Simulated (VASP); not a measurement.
# La in VASP: single point with PBEsol

Aim: the single point of La with PBEsol.

Program: VASP 6.6.1. These are calculated values, not measurements. Logs are shortened: lines on timing, memory, paths and dates and some standing lists are left out, and cuts for length are marked.

## 1. The cell of the first run

The cell holds a slab with vacuum, 10 atoms: a = 3.639 Å, b = 7.021 Å, c = 26.627 Å, α = 90.00°, β = 90.00°, γ = 105.02°.

## 2. Single point, PBEsol

INCAR

```
PREC = Accurate
ENCUT = 520
EDIFF = 1E-7
ISMEAR = 0
SIGMA = 0.1
LREAL = F
LASPH = T
NELM = 100
ALGO = Normal
ISIF = 2
LWAVE = F
LCHARG = F
LDIPOL = T
IDIPOL = 3
DIPOL = 0.5 0.5 0.500
GGA = PS
NBANDS = 66
ISYM = 0
```

KPOINTS

```
Automatic mesh
0
Gamma
  10 5 1
```

POSCAR

```
La
1.0
    3.6393324308      0.0000000000      0.0000000000
   -1.8196662154      6.7807451220      0.0000000000
    0.0000000000      0.0000000000     26.6274881354
La
10
Direct
    0.7780338688      0.5560677377      0.2816638191
    0.0460378534      0.0920757068      0.2991307135
    0.3860577762      0.7721155525      0.3864651859
    0.6540617608      0.3081235216      0.4039320804
    0.9940816837      0.9881633673      0.4912665528
    0.2620856682      0.5241713365      0.5087334472
    0.6021055911      0.2042111821      0.5960679196
    0.8701095756      0.7402191513      0.6135348141
    0.2101294985      0.4202589970      0.7008692865
    0.4781334830      0.9562669661      0.7183361809
```

Potentials or basis: VASP PAW PBE potentials, release 64 (La).

Command:

```sh
$ cat potpaw_PBE.64/La/POTCAR > POTCAR
$ mpirun -np 1 vasp_std > vasp.out
```

OUTCAR:

```text
PREC = Accurate
   ENCUT = 520
   EDIFF = 1E-7
   ISMEAR = 0
   LREAL = F
   LASPH = T
   NELM = 100
   ISIF = 2
   GGA = PS
   ISYM = 0

 ion  position               nearest neighbor table
   1  0.778  0.556  0.282-   3 3.64   3 3.64   4 3.66   2 3.66   2 3.66   2 3.66
   2  0.046  0.092  0.299-   4 3.64   4 3.64   1 3.66   1 3.66   1 3.66   3 3.66   3 3.66
   3  0.386  0.772  0.386-   1 3.64   1 3.64   5 3.64   5 3.64   6 3.66   4 3.66   4 3.66   2 3.66
                             4 3.66   2 3.66
   4  0.654  0.308  0.404-   6 3.64   6 3.64   2 3.64   2 3.64   1 3.66   3 3.66   3 3.66   5 3.66
                             3 3.66   5 3.66
   5  0.994  0.988  0.491-   7 3.64   7 3.64   3 3.64   3 3.64   8 3.66   6 3.66   6 3.66   6 3.66
                             4 3.66   4 3.66
   6  0.262  0.524  0.509-   4 3.64   4 3.64   8 3.64   8 3.64   3 3.66   5 3.66   5 3.66   5 3.66
                             7 3.66   7 3.66
   7  0.602  0.204  0.596-   5 3.64   5 3.64   9 3.64   9 3.64  10 3.66   8 3.66   8 3.66   8 3.66
                             6 3.66   6 3.66
   8  0.870  0.740  0.614-  10 3.64  10 3.64   6 3.64   6 3.64   5 3.66   7 3.66   7 3.66   9 3.66
                             9 3.66   7 3.66
   9  0.210  0.420  0.701-   7 3.64   7 3.64  10 3.66  10 3.66  10 3.66   8 3.66   8 3.66
  10  0.478  0.956  0.718-   8 3.64   8 3.64   7 3.66   9 3.66   9 3.66   9 3.66

IMPORTANT INFORMATION: All symmetrisations will be switched off!
NOSYMM: (Re-)initialisation of all symmetry stuff for point group C_1.

----------------------------------------------------------------------------------------

                                     Primitive cell

  volume of cell :     657.0968

  direct lattice vectors                    reciprocal lattice vectors
     3.639332431  0.000000000  0.000000000     0.274775668  0.073738209  0.000000000
    -1.819666215  6.780745122  0.000000000     0.000000000  0.147476418  0.000000000
     0.000000000  0.000000000 26.627488135     0.000000000  0.000000000  0.037555176

  length of vectors
     3.639332431  7.020661617 26.627488135     0.284497788  0.147476418  0.037555176

  position of ions in fractional coordinates (direct lattice)
     0.778033869  0.556067738  0.281663819
     0.046037853  0.092075707  0.299130713
     0.386057776  0.772115552  0.386465186
     0.654061761  0.308123522  0.403932080
     0.994081684  0.988163367  0.491266553
     0.262085668  0.524171336  0.508733447
     0.602105591  0.204211182  0.596067920
     0.870109576  0.740219151  0.613534814
     0.210129499  0.420258997  0.700869287
     0.478133483  0.956266966  0.718336181

  ion indices of the primitive-cell ions
   primitive index   ion index
                 1           1
                 2           2
                 3           3
                 4           4
                 5           5
[... 120 lines left out ...]
  volume/ion in A,a.u.               =      65.71       443.43
  Fermi-wavevector in a.u.,A,eV,Ry     =   0.902255  1.705015 11.076013  0.814064
  Thomas-Fermi vector in A             =   2.025436
   LORBIT       =      0    0 simple, 1 ext, 2 COOP (PROOUT), +10 PAW based schemes
   GGA     = PS    functional components
   LHFCALC =     F    Hartree Fock is set to
   AEXX    =    0.0000 exact exchange contribution
   IVDW    =     0    specifies the selected vdW correction
   LEPSILON=     F    determine dielectric tensor
   LRPA    =     F    only Hartree local field effects (RPA)
 non-spin polarized calculation
 Gauss-broadening in eV      SIGMA  =   0.10
  energy-cutoff  :      520.00
  volume of cell :      657.10
 maximum number of plane-waves:     17754
   NGX = 13   NGY = 27   NGZ = 99

 dipolmoment           0.000000      0.000000     -0.000076 electrons x Angstroem

 number of electron     110.0000009 magnetization

 dipolmoment           0.000000      0.000000      0.000006 electrons x Angstroem

 Free energy of the ion-electron system (eV)
  ---------------------------------------------------
  ext. energy  EPLUGINS =         0.00000000
  ---------------------------------------------------
  free energy    TOTEN  =       -50.53093011 eV

  energy without entropy =      -50.43740283  energy(sigma->0) =      -50.48416647

 E-fermi :   3.1072     XC(G=0):  -5.9725

 val. band max:        3.0929367901   @ k =  -0.2000   0.4000   0.0000
 cond. band min:       3.1084988448   @ k =  -0.4000   0.4000   0.0000
 fundamental gap:      0.0155620546
 Fermi energy:         3.1071974265

 k-point     1 :       0.0000    0.0000    0.0000
  band No.  band energies     occupation
      1     -29.9700      2.00000
      2     -29.9698      2.00000
      3     -29.7453      2.00000
      4     -29.7444      2.00000
      5     -29.5685      2.00000
      6     -29.4024      2.00000
[... 1645 lines left out ...]
     65       4.0937      0.00000
     66       4.1535      0.00000

 [... further k-points ...]

------------------------ aborting loop because EDIFF is reached ----------------------------------------

 vacuum level on the upper side and lower side of the slab       (xc-potential included)        -0.201        -0.198

  FORCE on cell =-STRESS in cart. coord.  units (eV):
  Direction    XX          YY          ZZ          XY          YZ          ZX
  --------------------------------------------------------------------------------------
  -------------------------------------------------------------------------------------
  Total       -2.1430423     -2.8683856     -2.2243183      0.0127151      0.2471774      0.0214745
  in kB       -5.2253090     -6.9938896     -5.4234817      0.0310028      0.6026845      0.0523605
  external PRESSURE =      -5.8808934 kB  Pullay stress =       0.0000000 kB

 VOLUME and BASIS-vectors are now :
 -----------------------------------------------------------------------------
  energy-cutoff  :      520.00
  volume of cell :      657.10
      direct lattice vectors                 reciprocal lattice vectors
     3.639332431  0.000000000  0.000000000     0.274775668  0.073738209  0.000000000
    -1.819666215  6.780745122  0.000000000     0.000000000  0.147476418  0.000000000
     0.000000000  0.000000000 26.627488135     0.000000000  0.000000000  0.037555176

 POSITION                                       TOTAL-FORCE (eV/Angst)
 -----------------------------------------------------------------------------------
      1.81967      3.77055      7.50000         0.000728     -0.053091      0.247375
      0.00000      0.62434      7.96510        -0.001317      0.018108      0.148680
     -0.00000      5.23552     10.29060        -0.006871     -0.001926     -0.236335
      1.81967      2.08931     10.75570         0.006720      0.035356     -0.158417
      1.81967      6.70048     13.08119        -0.017100      0.017441     -0.061864
     -0.00000      3.55427     13.54629         0.017121     -0.017660      0.061722
      1.81967      1.38470     15.87179        -0.006758     -0.035300      0.158455
      1.81967      5.01924     16.33689         0.006871      0.001894      0.236405
      0.00000      2.84967     18.66239         0.001332     -0.018053     -0.148635
     -0.00000      6.48420     19.12749        -0.000725      0.053231     -0.247383
 -----------------------------------------------------------------------------------
    total drift:                               -0.000990     -0.000009      0.000310

  FREE ENERGIE OF THE ION-ELECTRON SYSTEM (eV)
  ---------------------------------------------------
  free  energy   TOTEN  =       -50.5309301115 eV

  energy  without entropy=      -50.4374028348  energy(sigma->0) =      -50.48416647

 vacuum level on the upper side and lower side of the slab         5.929         5.930
```

OSZICAR:

```text
N       E                     dE             d eps       ncg     rms          rms(c)
DAV:   1     0.176571097969E+04    0.17657E+04   -0.37608E+04  3496   0.196E+03
DAV:   2     0.724247819630E+03   -0.10415E+04   -0.10130E+04  4392   0.449E+02
[... 28 lines left out ...]
DAV:  31    -0.505309253739E+02   -0.34312E-05   -0.16127E-06  5552   0.680E-03    0.464E-03
DAV:  32    -0.505309289013E+02   -0.35274E-05   -0.39836E-06  5064   0.990E-03    0.105E-03
DAV:  33    -0.505309297300E+02   -0.82868E-06   -0.10237E-06  4968   0.489E-03    0.823E-04
DAV:  34    -0.505309296247E+02    0.10531E-06   -0.11726E-07  2760   0.316E-03    0.362E-04
DAV:  35    -0.505309301710E+02   -0.54626E-06   -0.10290E-07  2712   0.316E-03    0.529E-04
DAV:  36    -0.505309301115E+02    0.59441E-07   -0.27403E-08  2560   0.220E-03
   1 F= -.50530930E+02 E0= -.50484166E+02  d E =-.935273E-01
```

It took 59 min on 1 thread of Intel Xeon 6975P-C (Granite Rapids), shared host; peak memory 1.1 GiB.

Results:

* Free energy: -50.5309 eV
* Largest force: 0.253 eV/Å
* Band gap on the k mesh: zero (bands 55 and 56 overlap by 0.25 eV)

Forces in eV/Å, atoms in the order of the input:
```
La   0.001 -0.053  0.247
La  -0.001  0.018  0.149
La  -0.007 -0.002 -0.236
La   0.007  0.035 -0.158
La  -0.017  0.017 -0.062
La   0.017 -0.018  0.062
La  -0.007 -0.035  0.158
La   0.007  0.002  0.236
La   0.001 -0.018 -0.149
La  -0.001  0.053 -0.247
```

Caveat: the PAW data sets were made with another functional, which shifts forces and pressure a little; spin-orbit coupling is left out, which moves the levels of the heavy elements.
